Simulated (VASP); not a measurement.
# LiBeF3 (Pm-3m) in VASP: notebook

Runs on LiBeF3. Level: PBE. Tasks: single point.

All numbers are computed with VASP 6.6.1; they aren't measurements. Logs are shortened: lines on timing, memory, paths and dates and some standing lists are left out, and cuts for length are marked.

### Step 1. The cell of the first run

Symmetry: Pm-3m, No. 221, cubic system. Conventional cell: a = 3.520 Å, b = 3.520 Å, c = 3.520 Å, α = 90.00°, β = 90.00°, γ = 90.00°. Li (site symmetry m-3m) has 12 F at 2.49 Å and 8 Be at 3.05 Å within 3.3 Å. Within 2.3 Å of Be (site symmetry m-3m) lie 6 F at 1.76 Å. F (site symmetry 4/mmm) has 2 Be at 1.76 Å within 2.3 Å.

### Step 2. Single point, PBE

The input, INCAR:

```
SYSTEM = LiBeF3
ALGO = Normal
EDIFF = 1E-6
ENCUT = 520
GGA = PE
ISIF = 2
ISMEAR = 0
LASPH = .True.
LCHARG = .False.
LREAL = .False.
LWAVE = .False.
NBANDS = 21
NELM = 60
PREC = Accurate
SIGMA = 0.1
```

The input, KPOINTS:

```
k-points
0
Gamma
  6 6 6
  0 0 0
```

The input, POSCAR:

```
LiBeF3
1.0
    3.5197766000      0.0000000000      0.0000000000
    0.0000000000      3.5197766000      0.0000000000
    0.0000000000      0.0000000000      3.5197766000
Li Be F
1 1 3
Direct
    0.5000000000      0.5000000000      0.5000000000
    0.0000000000      0.0000000000      0.0000000000
    0.5000000000      0.0000000000      0.0000000000
    0.0000000000      0.5000000000      0.0000000000
    0.0000000000      0.0000000000      0.5000000000
```

Potentials or basis: VASP PAW PBE potentials, release 64 (Li_sv, Be, F).

The run is started by

```
> cat potpaw_PBE.64/Li_sv/POTCAR potpaw_PBE.64/Be/POTCAR potpaw_PBE.64/F/POTCAR > POTCAR
> mpirun -np 1 vasp_std > vasp.out
```

OUTCAR:

```text
SYSTEM = LiBeF3
   EDIFF = 1E-6
   ENCUT = 520
   GGA = PE
   ISIF = 2
   ISMEAR = 0
   LASPH = .True.
   LREAL = .False.
   NELM = 60
   PREC = Accurate

 ion  position               nearest neighbor table
   1  0.500  0.500  0.500-
   2  0.000  0.000  0.000-   3 1.76   4 1.76   5 1.76   5 1.76   4 1.76   3 1.76
   3  0.500  0.000  0.000-   2 1.76   2 1.76
   4  0.000  0.500  0.000-   2 1.76   2 1.76
   5  0.000  0.000  0.500-   2 1.76   2 1.76

  LATTYP: Found a simple cubic cell.
 ALAT       =     3.5197766000

  Lattice vectors:

 A1 = (   3.5197766000,   0.0000000000,   0.0000000000)
 A2 = (   0.0000000000,   3.5197766000,   0.0000000000)
 A3 = (   0.0000000000,   0.0000000000,   3.5197766000)

Analysis of symmetry for initial positions (statically):
=====================================================================
 Subroutine PRICEL returns:
 Original cell was already a primitive cell.

 Routine SETGRP: Setting up the symmetry group for a
 simple cubic supercell.

 Subroutine GETGRP returns: Found 48 space group operations
 (whereof 48 operations were pure point group operations)
 out of a pool of 48 trial point group operations.

The static configuration has the point symmetry O_h .

Analysis of symmetry for dynamics (positions and initial velocities):
=====================================================================
 Subroutine PRICEL returns:
 Original cell was already a primitive cell.

 Routine SETGRP: Setting up the symmetry group for a
 simple cubic supercell.

 Subroutine GETGRP returns: Found 48 space group operations
 (whereof 48 operations were pure point group operations)
 out of a pool of 48 trial point group operations.

The dynamic configuration has the point symmetry O_h .

 Subroutine INISYM returns: Found 48 space group operations
 (whereof 48 operations are pure point group operations),
 and found     1 'primitive' translations

----------------------------------------------------------------------------------------

                                     Primitive cell

  volume of cell :      43.6059

  direct lattice vectors                    reciprocal lattice vectors
     3.519776600  0.000000000  0.000000000     0.284108940  0.000000000  0.000000000
     0.000000000  3.519776600  0.000000000     0.000000000  0.284108940  0.000000000
     0.000000000  0.000000000  3.519776600     0.000000000  0.000000000  0.284108940

  length of vectors
     3.519776600  3.519776600  3.519776600     0.284108940  0.284108940  0.284108940

  position of ions in fractional coordinates (direct lattice)
     0.500000000  0.500000000  0.500000000
     0.000000000  0.000000000  0.000000000
     0.500000000  0.000000000  0.000000000
     0.000000000  0.500000000  0.000000000
     0.000000000  0.000000000  0.500000000

  ion indices of the primitive-cell ions
   primitive index   ion index
                 1           1
                 2           2
                 3           3
                 4           4
                 5           5

----------------------------------------------------------------------------------------

 KPOINTS: k-points

Automatic generation of k-mesh.
 Grid dimensions read from file:
 generate k-points for:    6    6    6

 Generating k-lattice:

  Cartesian coordinates                     Fractional coordinates (reciprocal lattice)
     0.047351490  0.000000000  0.000000000     0.166666667  0.000000000  0.000000000
     0.000000000  0.047351490  0.000000000     0.000000000  0.166666667  0.000000000
     0.000000000  0.000000000  0.047351490     0.000000000  0.000000000  0.166666667

  Length of vectors
     0.047351490  0.047351490  0.047351490

  Shift w.r.t. Gamma in fractional coordinates (k-lattice)
     0.000000000  0.000000000  0.000000000

 Subroutine IBZKPT returns following result:
 ===========================================

 Found     20 irreducible k-points:

 Following reciprocal coordinates:
            Coordinates               Weight
  0.000000  0.000000  0.000000      1.000000
  0.166667  0.000000  0.000000      6.000000
  0.333333  0.000000  0.000000      6.000000
  0.500000  0.000000  0.000000      3.000000
  0.166667  0.166667  0.000000     12.000000
  0.333333  0.166667  0.000000     24.000000
[... 12 lines left out ...]
  0.500000  0.500000  0.333333      6.000000
  0.500000  0.500000  0.500000      1.000000
   k-points           NKPTS =     20   k-points in BZ     NKDIM =     20   number of bands    NBANDS=     21
   number of dos      NEDOS =    301   number of ions     NIONS =      5
   total plane-waves  NPLWV =  21952
   dimension x,y,z NGX =    28 NGY =   28 NGZ =   28
   dimension x,y,z NGXF=    56 NGYF=   56 NGZF=   56
   ions per type =               1   1   3
   NGX,Y,Z   is equivalent  to a cutoff of  13.22, 13.22, 13.22 a.u.
   NGXF,Y,Z  is equivalent  to a cutoff of  26.45, 26.45, 26.45 a.u.
 SYSTEM =  LiBeF3
   PREC   = accura    normal or accurate (medium, high low for compatibility)
   ISTART =      0    job   : 0-new  1-cont  2-samecut
   ICHARG =      2    charge: 1-file 2-atom 10-const
   ISPIN  =      1    spin polarized calculation?
   LNONCOLLINEAR =      F non collinear calculations
   LSORBIT =      F    spin-orbit coupling
   LASPH  =      T    aspherical Exc in radial PAW
   ENCUT  =  520.0 eV  38.22 Ry    6.18 a.u.   6.54  6.54  6.54*2*pi/ulx,y,z
   NELM   =     60;   NELMIN=  2; NELMDL= -5     # of ELM steps
   EDIFF  = 0.1E-05   stopping-criterion for ELM
   LREAL  =      F    real-space projection
   EDIFFG = 0.1E-04   stopping-criterion for IOM
   NSW    =      0    number of steps for IOM
   IBRION =     -1    ionic relax: 0-MD 1-quasi-New 2-CG
   NFREE  =      0    steps in history (QN), initial steepest desc. (CG)
   ISIF   =      2    stress and relaxation
   ISYM   =      2    0-nonsym 1-usesym 2-fastsym
   POTIM  = 0.5000    time-step for ionic-motion
   TEBEG  =    0.0;   TEEND  =   0.0 temperature during run
   PSTRESS=    0.0 pullay stress
   NELECT =      26.0000    total number of electrons
   NUPDOWN=      -1.0000    fix difference up-down
   EMIN   =  10.00;   EMAX   =-10.00  energy-range for DOS
   EFERMI =   0.00;   METHOD = LEGACY
   ISMEAR =     0;   SIGMA  =   0.10  broadening in eV -4-tet -1-fermi 0-gaus
   EFERMI_NEDOS =   21; number of points for ismear=-14 and -15
   IALGO  =     38    algorithm
   IMIX   =      4    mixing-type and parameters
     AMIX     =   0.40;   BMIX     =  1.00
     AMIX_MAG =   1.60;   BMIX_MAG =  1.00
  volume/ion in A,a.u.               =       8.72        58.85
  Fermi-wavevector in a.u.,A,eV,Ry     =   1.377899  2.603852 25.832114  1.898607
  Thomas-Fermi vector in A             =   2.503010
   LORBIT       =      0    0 simple, 1 ext, 2 COOP (PROOUT), +10 PAW based schemes
   GGA     = PE    functional components
   LHFCALC =     F    Hartree Fock is set to
   AEXX    =    0.0000 exact exchange contribution
   IVDW    =     0    specifies the selected vdW correction
   LEPSILON=     F    determine dielectric tensor
   LRPA    =     F    only Hartree local field effects (RPA)
 non-spin polarized calculation
 Gauss-broadening in eV      SIGMA  =   0.10
  energy-cutoff  :      520.00
  volume of cell :       43.61
 maximum number of plane-waves:      1208
 NGX is ok and might be reduce to    28

 number of electron      26.0000047 magnetization

 Free energy of the ion-electron system (eV)
  ---------------------------------------------------
  ext. energy  EPLUGINS =         0.00000000
  ---------------------------------------------------
  free energy    TOTEN  =       -25.34758146 eV

  energy without entropy =      -25.34758146  energy(sigma->0) =      -25.34758146

 E-fermi :   0.5383     XC(G=0):  -9.9396

 val. band max:       -0.0148514419   @ k =   0.5000   0.5000   0.5000
 cond. band min:       7.3757413531   @ k =   0.0000   0.0000   0.0000
 fundamental gap:      7.3905927950
 Fermi energy:         0.5382822914

 k-point     1 :       0.0000    0.0000    0.0000
  band No.  band energies     occupation
      1     -43.1981      2.00000
      2     -21.8219      2.00000
      3     -20.0218      2.00000
      4     -20.0218      2.00000
      5      -4.8152      2.00000
      6      -4.8152      2.00000
[... 13 lines left out ...]
     20      15.9503      0.00000
     21      19.0933      0.00000

 k-point     2 :       0.1667    0.0000    0.0000
  band No.  band energies     occupation
      1     -43.1977      2.00000
      2     -21.7307      2.00000
      3     -20.1525      2.00000
      4     -20.0153      2.00000
      5      -4.7013      2.00000
      6      -4.7013      2.00000
[... 13 lines left out ...]
     20      17.6522      0.00000
     21      17.8869      0.00000

 k-point     3 :       0.3333    0.0000    0.0000
  band No.  band energies     occupation
      1     -43.1971      2.00000
      2     -21.4834      2.00000
      3     -20.4774      2.00000
      4     -20.0035      2.00000
      5      -4.4366      2.00000
      6      -4.4366      2.00000
[... 13 lines left out ...]
     20      17.2542      0.00000
     21      17.2544      0.00000
[... 361 lines left out ...]
 k-point    19 :       0.5000    0.5000    0.3333
  band No.  band energies     occupation
      1     -43.1946      2.00000
      2     -20.6603      2.00000
      3     -20.6603      2.00000
      4     -20.6473      2.00000
      5      -6.1721      2.00000
      6      -3.6423      2.00000
[... 13 lines left out ...]
     20      13.6314      0.00000
     21      17.4974      0.00000

 k-point    20 :       0.5000    0.5000    0.5000
  band No.  band energies     occupation
      1     -43.1945      2.00000
      2     -20.6498      2.00000
      3     -20.6498      2.00000
      4     -20.6498      2.00000
      5      -6.4012      2.00000
      6      -3.6394      2.00000
[... 13 lines left out ...]
     20      13.3581      0.00000
     21      17.6483      0.00000

------------------------ aborting loop because EDIFF is reached ----------------------------------------

  FORCE on cell =-STRESS in cart. coord.  units (eV):
  Direction    XX          YY          ZZ          XY          YZ          ZX
  --------------------------------------------------------------------------------------
  -------------------------------------------------------------------------------------
  Total       -0.5687838     -0.5687838     -0.5687838      0.0000000     -0.0000000     -0.0000000
  in kB      -20.8983733    -20.8983733    -20.8983733      0.0000000     -0.0000000     -0.0000000
  external PRESSURE =     -20.8983733 kB  Pullay stress =       0.0000000 kB

 VOLUME and BASIS-vectors are now :
 -----------------------------------------------------------------------------
  energy-cutoff  :      520.00
  volume of cell :       43.61
      direct lattice vectors                 reciprocal lattice vectors
     3.519776600  0.000000000  0.000000000     0.284108940  0.000000000  0.000000000
     0.000000000  3.519776600  0.000000000     0.000000000  0.284108940  0.000000000
     0.000000000  0.000000000  3.519776600     0.000000000  0.000000000  0.284108940

 POSITION                                       TOTAL-FORCE (eV/Angst)
 -----------------------------------------------------------------------------------
      1.75989      1.75989      1.75989         0.000000      0.000000      0.000000
      0.00000      0.00000      0.00000         0.000000      0.000000      0.000000
      1.75989      0.00000      0.00000         0.000000      0.000000      0.000000
      0.00000      1.75989      0.00000         0.000000      0.000000      0.000000
      0.00000      0.00000      1.75989         0.000000      0.000000      0.000000
 -----------------------------------------------------------------------------------
    total drift:                                0.000000      0.000000     -0.000000

  FREE ENERGIE OF THE ION-ELECTRON SYSTEM (eV)
  ---------------------------------------------------
  free  energy   TOTEN  =       -25.3475814554 eV

  energy  without entropy=      -25.3475814554  energy(sigma->0) =      -25.34758146
```

Wall time 18 s (1 thread of Intel Xeon 8259CL, shared host); peak memory 0.16 GiB.

What came out:

```yaml
Free_energy: -25.3476 eV
Band_gap_on_the_k_mesh: 7.39 eV (least direct gap 8.15 eV)
```

Levels at points of the mesh, in eV from the valence-band top:
| k point | band 11 | band 12 | band 13 | band 14 | band 15 | band 16 |
| --- | --- | --- | --- | --- | --- | --- |
| (0.00, 0.00, 0.00) | -0.76 | -0.76 | -0.76 | 7.39 | 12.28 | 15.11 |
| (0.50, 0.00, 0.00) | -1.34 | -0.81 | -0.81 | 9.73 | 10.87 | 14.21 |
| (0.50, 0.50, 0.00) | -1.58 | -1.24 | -0.02 | 11.25 | 11.25 | 12.52 |
| (0.50, 0.50, 0.50) | 0.00 | 0.00 | 0.00 | 11.50 | 12.08 | 12.08 |

Caveat: the cutoff is under 1.25 times the usual one of these potentials, so pressure, stress and relaxed cells hold a basis-set (Pulay) error. A k mesh can miss the band edges.

### Step 3. Single point, PBE

This run uses another cell than the first one: it holds 10 atoms, not 5.

The input, INCAR:

```
SYSTEM = LiBeF3
PREC = Accurate
ENCUT = 520
EDIFF = 1E-6
ISMEAR = 0
SIGMA = 0.1
LREAL = .FALSE.
LASPH = .TRUE.
NELM = 100
ALGO = Normal
ISIF = 2
LWAVE = .FALSE.
LCHARG = .TRUE.
GGA = PE
LELF = .TRUE.
LVHAR = .TRUE.
NBANDS = 37
```

The input, KPOINTS:

```
regular mesh
0
G
  4 4 2
  0 0 0
```

The input, POSCAR:

```
LiBeF3
1.0
    3.4978741055      0.0000000000      0.0000000000
    0.0000000000      3.4978741055      0.0000000000
    0.0000000000      0.0000000000      6.9957482111
Li Be F
2 2 6
Direct
    0.5000000000      0.5000000000      0.2500000000
    0.5000000000      0.5000000000      0.7500000000
    1.0000000000      0.0000000000      0.5000000000
    0.0000000000      0.0000000000      0.0000000000
    0.5000000000      0.0000000000      0.5000000000
    0.5000000000      0.0000000000      0.0000000000
    1.0000000000      0.5000000000      0.5000000000
    1.0000000000      0.5000000000      1.0000000000
    1.0000000000      0.0000000000      0.2500000000
    0.0000000000      0.0000000000      0.7500000000
```

Potentials or basis: VASP PAW PBE potentials, release 64 (Li_sv, Be, F).

The run is started by

```
> cat potpaw_PBE.64/Li_sv/POTCAR potpaw_PBE.64/Be/POTCAR potpaw_PBE.64/F/POTCAR > POTCAR
> mpirun -np 1 vasp_std > vasp.out
```

Wall time 53 s (1 thread of Intel Xeon 8259CL, shared host); peak memory 0.2 GiB.

It converged, with:

- Free energy: -50.7013 eV
- Band gap on the k mesh: 7.51 eV

Levels at points of the mesh, in eV from the valence-band top:
| k point | band 22 | band 23 | band 24 | band 25 | band 26 | band 27 | band 28 | band 29 | band 30 | band 31 |
| --- | --- | --- | --- | --- | --- | --- | --- | --- | --- | --- |
| (0.00, 0.00, 0.00) | -0.83 | -0.83 | -0.77 | -0.77 | -0.77 | 7.51 | 9.83 | 11.02 | 12.48 | 14.30 |
| (0.50, 0.00, 0.00) | -1.38 | -1.25 | -0.83 | -0.83 | -0.02 | 9.83 | 11.02 | 11.38 | 11.38 | 12.67 |
| (0.50, 0.50, 0.00) | -1.24 | -0.02 | 0.00 | 0.00 | 0.00 | 11.38 | 11.38 | 11.59 | 12.23 | 12.23 |
| (0.00, 0.00, 0.50) | -1.21 | -0.84 | -0.84 | -0.84 | -0.84 | 8.43 | 8.43 | 12.68 | 12.68 | 13.11 |
| (0.50, 0.00, 0.50) | -1.19 | -1.10 | -1.10 | -0.48 | -0.48 | 10.58 | 10.58 | 11.19 | 11.19 | 13.30 |
| (0.50, 0.50, 0.50) | -0.54 | -0.54 | -0.54 | -0.01 | -0.01 | 11.79 | 11.79 | 11.79 | 11.79 | 12.07 |

Caveat: the k points lie up to 0.45 Å⁻¹ apart; the cutoff is under 1.25 times the usual one of these potentials, so pressure, stress and relaxed cells hold a basis-set (Pulay) error. A k mesh can miss the band edges.
